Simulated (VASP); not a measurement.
# PtSe2 (P-1) in VASP: single point with r2SCAN

Aim: the single point of PtSe2 with r2SCAN.

Everything below comes from runs of VASP 6.6.1. Logs are shortened: lines on timing, memory, paths and dates and some standing lists are left out, and cuts for length are marked.

### 1 The cell of the first run

The typed cell holds 3 atoms: a = 3.730 Å, b = 3.653 Å, c = 5.277 Å, α = 90.00°, β = 90.00°, γ = 117.95°.

### 2 Single point, r2SCAN (shear xy strain +4.7%)

Input file POSCAR:

```
PtSe2
1.0
    3.7286503637      0.0881825811      0.0000000000
   -1.7879568265      3.1850146463      0.0000000000
    0.0000000000      0.0000000000      5.2771566385
Pt Se
1 2
Direct
    0.0000000000      0.0000000000      0.0000000000
    0.3400630707      0.6663041505      0.2464462418
    0.6599369293      0.3336958495      0.7535537582
```

Input file INCAR.step1:

```
ALGO     = Normal         # electronic algorithm
EDIFF    = 1E-4           # SCF threshold, eV
ENCUT    = 520            # plane-wave cutoff, eV
GGA      = PE             # functional
ISMEAR   = -1             # smearing method
LASPH    = T              # aspherical terms in the spheres
LCHARG   = F              # write CHGCAR
LREAL    = F              # projectors in reciprocal space
LWAVE    = T              # write WAVECAR
NBANDS   = 18             # bands
NELM     = 60             # most SCF steps
PREC     = Accurate       # precision mode
SIGMA    = 0.02           # smearing width, eV
```

Input file INCAR.step2:

```
ALGO     = Normal         # electronic algorithm
EDIFF    = 1E-7           # SCF threshold, eV
ENCUT    = 520            # plane-wave cutoff, eV
ISIF     = 2              # what is computed and relaxed
ISMEAR   = -1             # smearing method
ISTART   = 1            
LASPH    = T              # aspherical terms in the spheres
LCHARG   = F              # write CHGCAR
LMIXTAU  = T            
LREAL    = F              # projectors in reciprocal space
LWAVE    = F              # write WAVECAR
METAGGA  = R2SCAN         # meta-GGA
NBANDS   = 18             # bands
NELM     = 60             # most SCF steps
PREC     = Accurate       # precision mode
SIGMA    = 0.02           # smearing width, eV
```

Input file KPOINTS:

```
k-points
0
Gamma
  12 12 6
```

Potentials or basis: VASP PAW PBE potentials, release 64 (Pt, Se).

On the command line:

```sh
cat potpaw_PBE.64/Pt/POTCAR potpaw_PBE.64/Se/POTCAR > POTCAR
cp INCAR.step1 INCAR
mpirun -np 1 vasp_std > vasp.out
cp INCAR.step2 INCAR
mpirun -np 1 vasp_std > vasp.out
```

OUTCAR:

```text
EDIFF = 1E-7
   ENCUT = 520
   ISIF = 2
   ISMEAR = -1
   ISTART = 1
   LASPH = T
   LREAL = F
   METAGGA = R2SCAN
   NELM = 60
   PREC = Accurate

 ion  position               nearest neighbor table
   1  0.000  0.000  0.000-   2 2.50   3 2.50   2 2.52   3 2.52   3 2.53   2 2.53
   2  0.340  0.666  0.246-   1 2.50   1 2.52   1 2.53
   3  0.660  0.334  0.754-   1 2.50   1 2.52   1 2.53

  Warning from LATTYP: Monoclinic adjustment (A1->A3, A2->A1, A3->A2)!
  LATTYP: Found a simple monoclinic cell.
 ALAT       =     3.6525481394
 B/A-ratio  =     1.4447877036
 C/A-ratio  =     1.0211208271
 COS(beta)  =    -0.4687556218

  Lattice vectors:

 A1 = (  -1.7879568265,   3.1850146463,   0.0000000000)
 A2 = (   0.0000000000,   0.0000000000,   5.2771566385)
 A3 = (   3.7286503637,   0.0881825811,   0.0000000000)

Analysis of symmetry for initial positions (statically):
=====================================================================
 Subroutine PRICEL returns:
 Original cell was already a primitive cell.

 Routine SETGRP: Setting up the symmetry group for a
 simple monoclinic supercell.

 Subroutine GETGRP returns: Found  2 space group operations
 (whereof  2 operations were pure point group operations)
 out of a pool of  4 trial point group operations.

The static configuration has the point symmetry S_2 .

Analysis of symmetry for dynamics (positions and initial velocities):
=====================================================================
 Subroutine PRICEL returns:
 Original cell was already a primitive cell.

 Routine SETGRP: Setting up the symmetry group for a
 simple monoclinic supercell.

 Subroutine GETGRP returns: Found  2 space group operations
 (whereof  2 operations were pure point group operations)
 out of a pool of  4 trial point group operations.

The dynamic configuration has the point symmetry S_2 .

 Subroutine INISYM returns: Found  2 space group operations
 (whereof  2 operations are pure point group operations),
 and found     1 'primitive' translations

----------------------------------------------------------------------------------------

                                     Primitive cell

  volume of cell :      63.5025

  direct lattice vectors                    reciprocal lattice vectors
     3.728650364  0.088182581  0.000000000     0.264679593  0.148581949  0.000000000
    -1.787956827  3.185014646  0.000000000    -0.007328107  0.309856553  0.000000000
     0.000000000  0.000000000  5.277156639     0.000000000  0.000000000  0.189495986

  length of vectors
     3.729692977  3.652548139  5.277156639     0.303532342  0.309943196  0.189495986

  position of ions in fractional coordinates (direct lattice)
     0.000000000  0.000000000  0.000000000
     0.340063071  0.666304150  0.246446242
     0.659936929  0.333695850  0.753553758

  ion indices of the primitive-cell ions
   primitive index   ion index
                 1           1
                 2           2
                 3           3

----------------------------------------------------------------------------------------

 KPOINTS: k-points

Automatic generation of k-mesh.
 Grid dimensions read from file:
 generate k-points for:   12   12    6

 Generating k-lattice:

  Cartesian coordinates                     Fractional coordinates (reciprocal lattice)
     0.022056633  0.012381829  0.000000000     0.083333333  0.000000000  0.000000000
    -0.000610676  0.025821379  0.000000000     0.000000000  0.083333333  0.000000000
     0.000000000  0.000000000  0.031582664     0.000000000  0.000000000  0.166666667

  Length of vectors
     0.025294362  0.025828600  0.031582664

  Shift w.r.t. Gamma in fractional coordinates (k-lattice)
     0.000000000  0.000000000  0.000000000

 Subroutine IBZKPT returns following result:
 ===========================================

 Found    436 irreducible k-points:

 Following reciprocal coordinates:
            Coordinates               Weight
  0.000000  0.000000  0.000000      1.000000
  0.083333 -0.000000  0.000000      2.000000
  0.166667  0.000000  0.000000      2.000000
  0.250000 -0.000000  0.000000      2.000000
  0.333333 -0.000000  0.000000      2.000000
  0.416667 -0.000000  0.000000      2.000000
[... 16 lines left out ...]
  0.250000  0.166667  0.000000      2.000000
  0.333333  0.166667  0.000000      2.000000
 [... further k-points ...]
   k-points           NKPTS =    436   k-points in BZ     NKDIM =    436   number of bands    NBANDS=     18
   number of dos      NEDOS =    301   number of ions     NIONS =      3
   total plane-waves  NPLWV =  31360
   dimension x,y,z NGX =    28 NGY =   28 NGZ =   40
   dimension x,y,z NGXF=    56 NGYF=   56 NGZF=   80
   ions per type =               1   2
   NGX,Y,Z   is equivalent  to a cutoff of  12.48, 12.74, 12.60 a.u.
   NGXF,Y,Z  is equivalent  to a cutoff of  24.96, 25.49, 25.20 a.u.
 SYSTEM =  unknown system
   PREC   = accura    normal or accurate (medium, high low for compatibility)
   ISTART =      1    job   : 0-new  1-cont  2-samecut
   ICHARG =      0    charge: 1-file 2-atom 10-const
   ISPIN  =      1    spin polarized calculation?
   LNONCOLLINEAR =      F non collinear calculations
   LSORBIT =      F    spin-orbit coupling
   LASPH  =      T    aspherical Exc in radial PAW
   ENCUT  =  520.0 eV  38.22 Ry    6.18 a.u.   6.93  6.79  9.81*2*pi/ulx,y,z
   NELM   =     60;   NELMIN=  2; NELMDL=  0     # of ELM steps
   EDIFF  = 0.1E-06   stopping-criterion for ELM
   LREAL  =      F    real-space projection
   EDIFFG = 0.1E-05   stopping-criterion for IOM
   NSW    =      0    number of steps for IOM
   IBRION =     -1    ionic relax: 0-MD 1-quasi-New 2-CG
   NFREE  =      0    steps in history (QN), initial steepest desc. (CG)
   ISIF   =      2    stress and relaxation
   ISYM   =      2    0-nonsym 1-usesym 2-fastsym
   POTIM  = 0.5000    time-step for ionic-motion
   TEBEG  =    0.0;   TEEND  =   0.0 temperature during run
   PSTRESS=    0.0 pullay stress
   NELECT =      22.0000    total number of electrons
   NUPDOWN=      -1.0000    fix difference up-down
   EMIN   =  10.00;   EMAX   =-10.00  energy-range for DOS
   EFERMI =   0.00;   METHOD = LEGACY
   ISMEAR =    -1;   SIGMA  =   0.02  broadening in eV -4-tet -1-fermi 0-gaus
   EFERMI_NEDOS =   21; number of points for ismear=-14 and -15
   IALGO  =     38    algorithm
   IMIX   =      4    mixing-type and parameters
     AMIX     =   0.40;   BMIX     =  1.00
     AMIX_MAG =   1.60;   BMIX_MAG =  1.00
  volume/ion in A,a.u.               =      21.17       142.85
  Fermi-wavevector in a.u.,A,eV,Ry     =   1.149791  2.172789 17.987151  1.322018
  Thomas-Fermi vector in A             =   2.286458
   LORBIT       =      0    0 simple, 1 ext, 2 COOP (PROOUT), +10 PAW based schemes
   METAGGA = R2SCAN    functional components
   LHFCALC =     F    Hartree Fock is set to
   AEXX    =    0.0000 exact exchange contribution
   IVDW    =     0    specifies the selected vdW correction
   LEPSILON=     F    determine dielectric tensor
   LRPA    =     F    only Hartree local field effects (RPA)
 non-spin polarized calculation
  energy-cutoff  :      520.00
  volume of cell :       63.50
 maximum number of plane-waves:      1732
   NGX = 13   NGY = 13   NGZ = 19

 number of electron      22.0000001 magnetization

 Free energy of the ion-electron system (eV)
  ---------------------------------------------------
  ext. energy  EPLUGINS =         0.00000000
  ---------------------------------------------------
  free energy    TOTEN  =       -81.44439802 eV

  energy without entropy =      -81.44396299  energy(sigma->0) =      -81.44418051

 E-fermi :   5.8408     XC(G=0): -11.0070

 val. band max:        5.8331663744   @ k =  -0.2500   0.0000   0.3333
 cond. band min:       5.8413760713   @ k =   0.3333   0.3333   0.0000
 fundamental gap:      0.0082096969
 Fermi energy:         5.8408085822

 k-point     1 :       0.0000    0.0000    0.0000
  band No.  band energies     occupation
      1     -10.2411      2.00000
      2      -7.6551      2.00000
      3      -1.4401      2.00000
      4      -0.7637      2.00000
      5      -0.6459      2.00000
      6       1.5673      2.00000
[... 10 lines left out ...]
     17      13.9207      0.00000
     18      18.0041      0.00000

 k-point     2 :       0.0833   -0.0000    0.0000
  band No.  band energies     occupation
      1     -10.1659      2.00000
      2      -7.6817      2.00000
      3      -1.3502      2.00000
      4      -0.7157      2.00000
      5      -0.5992      2.00000
      6       1.4729      2.00000
[... 10 lines left out ...]
     17      14.1421      0.00000
     18      16.5302      0.00000

 k-point     3 :       0.1667    0.0000    0.0000
  band No.  band energies     occupation
      1      -9.9485      2.00000
      2      -7.7567      2.00000
      3      -1.0971      2.00000
      4      -0.5706      2.00000
      5      -0.4690      2.00000
      6       1.1085      2.00000
[... 10 lines left out ...]
     17      14.7285      0.00000
     18      15.1719      0.00000

 k-point     4 :       0.2500   -0.0000    0.0000
  band No.  band energies     occupation
      1      -9.6146      2.00000
      2      -7.8696      2.00000
      3      -0.7873      2.00000
      4      -0.3137      2.00000
      5      -0.2866      2.00000
      6       0.4523      2.00000
[... 375 lines left out ...]
      4      -0.3289      2.00000
      5      -0.2607      2.00000
      6       0.5183      2.00000
[... 10 lines left out ...]
     17      14.3317      0.00000
     18      15.0261      0.00000

 k-point    23 :       0.2500    0.1667    0.0000
  band No.  band energies     occupation
      1      -9.0706      2.00000
      2      -8.0111      2.00000
      3      -0.6672      2.00000
      4      -0.3572      2.00000
      5       0.0614      2.00000
      6       0.3453      2.00000
[... 10 lines left out ...]
     17      14.4938      0.00000
     18      15.4940      0.00000

 k-point    24 :       0.3333    0.1667    0.0000
  band No.  band energies     occupation
      1      -8.7205      2.00000
      2      -8.1392      2.00000
      3      -1.1936      2.00000
      4      -0.3252      2.00000
      5       0.3324      2.00000
      6       0.6416      2.00000
[... 10 lines left out ...]
     17      15.3647      0.00000
     18      15.6374      0.00000

 [... further k-points ...]

------------------------ aborting loop because EDIFF is reached ----------------------------------------

  FORCE on cell =-STRESS in cart. coord.  units (eV):
  Direction    XX          YY          ZZ          XY          YZ          ZX
  --------------------------------------------------------------------------------------
  -------------------------------------------------------------------------------------
  Total        0.5733241      0.5767793      0.5756473     -1.1548267     -0.0117817      0.3196680
  in kB       14.4650457     14.5522211     14.5236610    -29.1364372     -0.2972540      8.0652676
  external PRESSURE =      14.5136426 kB  Pullay stress =       0.0000000 kB

 VOLUME and BASIS-vectors are now :
 -----------------------------------------------------------------------------
  energy-cutoff  :      520.00
  volume of cell :       63.50
      direct lattice vectors                 reciprocal lattice vectors
     3.728650364  0.088182581  0.000000000     0.264679593  0.148581949  0.000000000
    -1.787956827  3.185014646  0.000000000    -0.007328107  0.309856553  0.000000000
     0.000000000  0.000000000  5.277156639     0.000000000  0.000000000  0.189495986

 POSITION                                       TOTAL-FORCE (eV/Angst)
 -----------------------------------------------------------------------------------
      0.00000      0.00000      0.00000        -0.000000      0.000000      0.000000
      0.07665      2.15218      1.30054         0.007872      0.003002     -0.024470
      1.86404      1.12102      3.97662        -0.007872     -0.003002      0.024470
 -----------------------------------------------------------------------------------
    total drift:                                0.000000     -0.000000     -0.000000

  FREE ENERGIE OF THE ION-ELECTRON SYSTEM (eV)
  ---------------------------------------------------
  free  energy   TOTEN  =       -81.4443980226 eV

  energy  without entropy=      -81.4439629932  energy(sigma->0) =      -81.44418051
```

It took 23 min on 1 thread of AMD EPYC 7R13 (Zen 3), shared host; peak memory 0.55 GiB.

What came out:

* Free energy: -81.4444 eV
* Pressure: 1.5 GPa
* Largest force: 0.026 eV/Å
* Band gap on the k mesh: zero (bands 11 and 12 overlap by 0.13 eV)

Forces on the atoms (eV/Å):
```
Pt   0.000  0.000  0.000
Se   0.008  0.003 -0.024
Se  -0.008 -0.003  0.024
```

Levels at points of the mesh, in eV from the Fermi level:
| k point | band 8 | band 9 | band 10 | band 11 | band 12 | band 13 | band 14 | band 15 |
| --- | --- | --- | --- | --- | --- | --- | --- | --- |
| (0.00, 0.00, 0.00) | -2.81 | -1.35 | -0.98 | 0.12 | 1.53 | 1.56 | 4.25 | 4.53 |
| (0.50, 0.00, 0.00) | -3.70 | -3.56 | -3.23 | -3.14 | 0.72 | 2.25 | 5.09 | 6.44 |
| (0.00, 0.50, 0.00) | -3.74 | -3.50 | -3.45 | -3.09 | 0.74 | 2.22 | 4.88 | 6.14 |
| (0.50, 0.50, 0.00) | -3.68 | -3.55 | -3.53 | -3.05 | 0.79 | 2.16 | 4.62 | 5.86 |
| (0.00, 0.00, 0.50) | -3.01 | -1.90 | -1.63 | -1.35 | 2.16 | 2.24 | 5.13 | 6.49 |
| (0.50, 0.00, 0.50) | -3.68 | -3.47 | -2.68 | -1.69 | 1.17 | 1.48 | 4.71 | 5.35 |
| (0.00, 0.50, 0.50) | -3.65 | -3.32 | -2.91 | -1.65 | 1.09 | 1.60 | 4.51 | 5.16 |
| (0.50, 0.50, 0.50) | -3.64 | -3.24 | -3.15 | -1.60 | 1.02 | 1.66 | 4.31 | 4.97 |

Caveat: the cell differs from its parent crystal (shear xy strain +4.7%); the PAW data sets were made with another functional, which shifts forces and pressure a little; spin-orbit coupling is left out, which moves the levels of the heavy elements.
